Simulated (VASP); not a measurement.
# Al2O3 (Pbcn) in VASP: electric field gradients with PBE

Aim: the electric field gradients of Al2O3 with PBE.

Everything below comes from runs of VASP 6.6.1. Logs are shortened: lines on timing, memory, paths and dates and some standing lists are left out, and cuts for length are marked.

**1. The cell of the first run**

The structure is orthorhombic, space group Pbcn (No. 60). Conventional cell: a = 7.090 Å, b = 4.847 Å, c = 4.985 Å, α = 90.00°, β = 90.00°, γ = 90.00°. Within 2.5 Å of Al (site symmetry 1) lie 6 O at 1.87 to 2.03 Å. Within 2.8 Å of O (site symmetry 1) lie 4 Al at 1.89 to 2.03 Å and 9 O at 2.52 to 2.78 Å. O (site symmetry 2) has 4 Al at 1.87 to 1.97 Å and 8 O at 2.52 to 2.65 Å within 2.7 Å.

**2. Electric field gradients, PBE**

INCAR reads:

```
PREC     = Accurate       # precision mode
ENCUT    = 520            # plane-wave cutoff, eV
EDIFF    = 1E-8           # SCF threshold, eV
ISMEAR   = 1              # smearing method
SIGMA    = 0.025          # smearing width, eV
LREAL    = F              # projectors in reciprocal space
LASPH    = T              # aspherical terms in the spheres
NELM     = 120            # most SCF steps
ALGO     = Normal         # electronic algorithm
ISIF     = 2              # what is computed and relaxed
LWAVE    = F              # write WAVECAR
LCHARG   = F              # write CHGCAR
GGA      = PE             # functional
LEFG     = T            
NBANDS   = 64             # bands
GGA_COMPAT= F
```

KPOINTS reads:

```
regular mesh
0
Gamma
  3 5 5
```

POSCAR reads:

```
Al2O3
1.0
    7.0899410000      0.0000000000      0.0000000000
    0.0000000000      4.8469330000      0.0000000000
    0.0000000000      0.0000000000      4.9854040000
Al O
8 12
Direct
    0.3903950000      0.2521520000      0.0305140000
    0.6096050000      0.2521520000      0.4694860000
    0.1096050000      0.2478480000      0.5305140000
    0.8903950000      0.2478480000      0.9694860000
    0.6096050000      0.7478480000      0.9694860000
    0.3903950000      0.7478480000      0.5305140000
    0.8903950000      0.7521520000      0.4694860000
    0.1096050000      0.7521520000      0.0305140000
    0.6540020000      0.1070210000      0.1019760000
    0.3459980000      0.1070210000      0.3980240000
    0.8459980000      0.3929790000      0.6019760000
    0.1540020000      0.3929790000      0.8980240000
    0.3459980000      0.8929790000      0.8980240000
    0.6540020000      0.8929790000      0.6019760000
    0.1540020000      0.6070210000      0.3980240000
    0.8459980000      0.6070210000      0.1019760000
    0.0000000000      0.0494040000      0.2500000000
    0.5000000000      0.4505960000      0.7500000000
    0.0000000000      0.9505960000      0.7500000000
    0.5000000000      0.5494040000      0.2500000000
```

Potentials or basis: VASP PAW PBE potentials, release 64 (Al, O).

Launch:

```bash
$ cat potpaw_PBE.64/Al/POTCAR potpaw_PBE.64/O/POTCAR > POTCAR
$ mpirun -np 1 vasp_std > vasp.out
```

OUTCAR:

```text
PREC = Accurate
   ENCUT = 520
   EDIFF = 1E-8
   ISMEAR = 1
   LREAL = F
   LASPH = T
   NELM = 120
   ISIF = 2
   GGA = PE

 ion  position               nearest neighbor table
   1  0.390  0.252  0.031-  18 1.87  13 1.89  12 1.93  20 1.97  10 1.99   9 2.03   2 2.68   5 2.88
                             5 2.91   8 3.14   8 3.14   3 3.19   3 3.19   2 3.20
   2  0.610  0.252  0.469-  18 1.87  14 1.89  11 1.93  20 1.97   9 1.99  10 2.03   1 2.68   6 2.88
                             6 2.91   7 3.14   7 3.14   4 3.19   4 3.19   1 3.20
   3  0.110  0.248  0.531-  17 1.87  15 1.89  10 1.93  19 1.97  12 1.99  11 2.03   4 2.68   7 2.88
                             7 2.91   6 3.14   6 3.14   1 3.19   1 3.19   4 3.20
   4  0.890  0.248  0.969-  17 1.87  16 1.89   9 1.93  19 1.97  11 1.99  12 2.03   3 2.68   8 2.88
                             8 2.91   5 3.14   5 3.14   2 3.19   2 3.19   3 3.20
   5  0.610  0.748  0.969-  20 1.87   9 1.89  16 1.93  18 1.97  14 1.99  13 2.03   6 2.68   1 2.88
                             1 2.91   4 3.14   4 3.14   7 3.19   7 3.19   6 3.20
   6  0.390  0.748  0.531-  20 1.87  10 1.89  15 1.93  18 1.97  13 1.99  14 2.03   5 2.68   2 2.88
                             2 2.91   3 3.14   3 3.14   8 3.19   8 3.19   5 3.20
   7  0.890  0.752  0.469-  19 1.87  11 1.89  14 1.93  17 1.97  16 1.99  15 2.03   8 2.68   3 2.88
                             3 2.91   2 3.14   2 3.14   5 3.19   5 3.19   8 3.20
   8  0.110  0.752  0.031-  19 1.87  12 1.89  13 1.93  17 1.97  15 1.99  16 2.03   7 2.68   4 2.88
                             4 2.91   1 3.14   1 3.14   6 3.19   6 3.19   7 3.20
   9  0.654  0.107  0.102-   5 1.89   4 1.93   2 1.99   1 2.03
  10  0.346  0.107  0.398-   6 1.89   3 1.93   1 1.99   2 2.03
  11  0.846  0.393  0.602-   7 1.89   2 1.93   4 1.99   3 2.03
  12  0.154  0.393  0.898-   8 1.89   1 1.93   3 1.99   4 2.03
  13  0.346  0.893  0.898-   1 1.89   8 1.93   6 1.99   5 2.03
  14  0.654  0.893  0.602-   2 1.89   7 1.93   5 1.99   6 2.03
  15  0.154  0.607  0.398-   3 1.89   6 1.93   8 1.99   7 2.03
  16  0.846  0.607  0.102-   4 1.89   5 1.93   7 1.99   8 2.03
  17  0.000  0.049  0.250-   3 1.87   4 1.87   7 1.97   8 1.97
  18  0.500  0.451  0.750-   1 1.87   2 1.87   5 1.97   6 1.97
  19  0.000  0.951  0.750-   7 1.87   8 1.87   3 1.97   4 1.97
  20  0.500  0.549  0.250-   5 1.87   6 1.87   1 1.97   2 1.97

  LATTYP: Found a simple orthorhombic cell.
 ALAT       =     4.8469330000
 B/A-ratio  =     1.0285687877
 C/A-ratio  =     1.4627685177

  Lattice vectors:

 A1 = (   0.0000000000,   4.8469330000,   0.0000000000)
 A2 = (   0.0000000000,   0.0000000000,   4.9854040000)
 A3 = (   7.0899410000,   0.0000000000,   0.0000000000)

Analysis of symmetry for initial positions (statically):
=====================================================================
[... 1352 lines left out ...]
  Total       -0.0055490      0.0071236      0.0163055      0.0000000      0.0000000      0.0000000
  in kB       -0.0518941      0.0666196      0.1524879      0.0000000      0.0000000      0.0000000
  external PRESSURE =       0.0557378 kB  Pullay stress =       0.0000000 kB

 VOLUME and BASIS-vectors are now :
 -----------------------------------------------------------------------------
  energy-cutoff  :      520.00
  volume of cell :      171.32
      direct lattice vectors                 reciprocal lattice vectors
     7.089941000  0.000000000  0.000000000     0.141044897  0.000000000  0.000000000
     0.000000000  4.846933000  0.000000000     0.000000000  0.206316035  0.000000000
     0.000000000  0.000000000  4.985404000     0.000000000  0.000000000  0.200585549

 POSITION                                       TOTAL-FORCE (eV/Angst)
 -----------------------------------------------------------------------------------
      2.76788      1.22216      0.15212         0.002159      0.001773      0.004958
      4.32206      1.22216      2.34058        -0.002159      0.001773     -0.004958
      0.77709      1.20130      2.64483        -0.002159     -0.001773      0.004958
      6.31285      1.20130      4.83328         0.002159     -0.001773     -0.004958
      4.32206      3.62477      4.83328        -0.002159     -0.001773     -0.004958
      2.76788      3.62477      2.64483         0.002159     -0.001773      0.004958
[... 12 lines left out ...]
      0.00000      4.60748      3.73905         0.000000      0.000083     -0.000000
      3.54497      2.66292      1.24635         0.000000     -0.000083     -0.000000
 -----------------------------------------------------------------------------------
    total drift:                               -0.000000      0.000000     -0.000000

  FREE ENERGIE OF THE ION-ELECTRON SYSTEM (eV)
  ---------------------------------------------------
  free  energy   TOTEN  =      -147.7560676861 eV

  energy  without entropy=     -147.7560937634  energy(sigma->0) =     -147.75607638

 Electric field gradients (V/A^2)
---------------------------------------------------------------------
 ion       V_xx      V_yy      V_zz      V_xy      V_xz      V_yz
---------------------------------------------------------------------
   1       7.154    -6.176    -0.978    -7.742    -3.633     5.149
   2       7.154    -6.176    -0.978     7.742    -3.633    -5.149
   3       7.154    -6.176    -0.978    -7.742     3.633    -5.149
   4       7.154    -6.176    -0.978     7.742     3.633     5.149
   5       7.154    -6.176    -0.978    -7.742    -3.633     5.149
   6       7.154    -6.176    -0.978     7.742    -3.633    -5.149
[... 12 lines left out ...]
  19     -28.260    18.988     9.272     0.000    -3.259     0.000
  20     -28.260    18.988     9.272     0.000     3.259    -0.000
---------------------------------------------------------------------

 Electric field gradients after diagonalization (V/A^2)
 (convention: |V_zz| > |V_xx| > |V_yy|)
----------------------------------------------------------------------
 ion       V_xx      V_yy      V_zz     asymmetry (V_yy - V_xx)/ V_zz
----------------------------------------------------------------------
   1     -10.900    -2.013    12.913       0.688
   2     -10.900    -2.013    12.913       0.688
   3     -10.900    -2.013    12.913       0.688
   4     -10.900    -2.013    12.913       0.688
   5     -10.900    -2.013    12.913       0.688
   6     -10.900    -2.013    12.913       0.688
[... 12 lines left out ...]
  19      18.988     9.553   -28.541       0.331
  20      18.988     9.553   -28.541       0.331
----------------------------------------------------------------------

           NMR quadrupolar parameters

 Cq : quadrupolar parameter    Cq=e*Q*V_zz/h
 eta: asymmetry parameters     (V_yy - V_xx)/ V_zz
 Q  : nuclear electric quadrupole moment in mb (millibarn)
----------------------------------------------------------------------
 ion       Cq(MHz)       eta       Q (mb)
----------------------------------------------------------------------
   1       0.031       0.688       1.000
   2       0.031       0.688       1.000
   3       0.031       0.688       1.000
   4       0.031       0.688       1.000
   5       0.031       0.688       1.000
   6       0.031       0.688       1.000
[... 12 lines left out ...]
  19      -0.069       0.331       1.000
  20      -0.069       0.331       1.000
----------------------------------------------------------------------
```

stdout:

```text
POSCAR found type information on POSCAR AlO
 POSCAR found :  2 types and      20 ions
 scaLAPACK will be used
 -----------------------------------------------------------------------------
[... 19 lines left out ...]
     0.0000480     0.4567979    -0.3148320     0.0484785     0.2281636    -0.3962444
     0.0000661     0.4567979    -0.3148320     0.0484785     0.2281636    -0.3962444
     0.0000910     0.4567979    -0.3148320     0.0484785     0.2281636    -0.3962444
[... 100 lines left out ...]
     0.0000293    11.9421365    20.1344229     1.0105622    17.1959513    -6.2356905
     0.0000403    11.9421344    20.1344193     1.0105619    17.1959483    -6.2356894
     0.0000555    11.9421309    20.1344132     1.0105615    17.1959432    -6.2356876
     0.0000765    11.9421249    20.1344030     1.01
```

It took 6.5 min on 1 thread of Oxide Virtual Turin-like, shared host; peak memory 0.31 GiB.

What came out:

- Free energy: -147.7561 eV
- Pressure: 0.0 GPa
- Largest force: 0.006 eV/Å
- Band gap on the k mesh: 5.31 eV
- Largest electric field gradient by atom: Al +12.9; O -38.7, -28.5 (each value once) V/Å²

Forces on the atoms (eV/Å):
```
Al   0.002  0.002  0.005
Al  -0.002  0.002 -0.005
Al  -0.002 -0.002  0.005
Al   0.002 -0.002 -0.005
Al  -0.002 -0.002 -0.005
Al   0.002 -0.002  0.005
Al   0.002  0.002 -0.005
Al  -0.002  0.002  0.005
O    0.001 -0.001  0.001
O   -0.001 -0.001 -0.001
O   -0.001  0.001  0.001
O    0.001  0.001 -0.001
O   -0.001  0.001 -0.001
O    0.001  0.001  0.001
O    0.001 -0.001 -0.001
O   -0.001 -0.001  0.001
O    0.000  0.000  0.000
O    0.000  0.000  0.000
O    0.000  0.000  0.000
O    0.000  0.000  0.000
```

Levels at points of the mesh, in eV from the valence-band top:
| k point | band 45 | band 46 | band 47 | band 48 | band 49 | band 50 | band 51 | band 52 |
| --- | --- | --- | --- | --- | --- | --- | --- | --- |
| (0.00, 0.00, 0.00) | -0.51 | -0.16 | -0.15 | 0.00 | 5.31 | 8.30 | 8.52 | 8.92 |

Electric field gradients, principal values (V/Å²):
```csv
atom,least,middle,greatest (by size)
1 Al,-2.013,-10.900,12.913
2 Al,-2.013,-10.900,12.913
3 Al,-2.013,-10.900,12.913
4 Al,-2.013,-10.900,12.913
5 Al,-2.013,-10.900,12.913
6 Al,-2.013,-10.900,12.913
7 Al,-2.013,-10.900,12.913
8 Al,-2.013,-10.900,12.913
9 O,14.889,23.819,-38.708
10 O,14.889,23.819,-38.708
11 O,14.889,23.819,-38.708
12 O,14.889,23.819,-38.708
13 O,14.889,23.819,-38.708
14 O,14.889,23.819,-38.708
15 O,14.889,23.819,-38.708
16 O,14.889,23.819,-38.708
17 O,9.553,18.988,-28.541
18 O,9.553,18.988,-28.541
19 O,9.553,18.988,-28.541
20 O,9.553,18.988,-28.541
```

Caveat: without QUAD_EFG the Cq values of the log hold for a quadrupole moment of 1 mb, not for the nuclei.
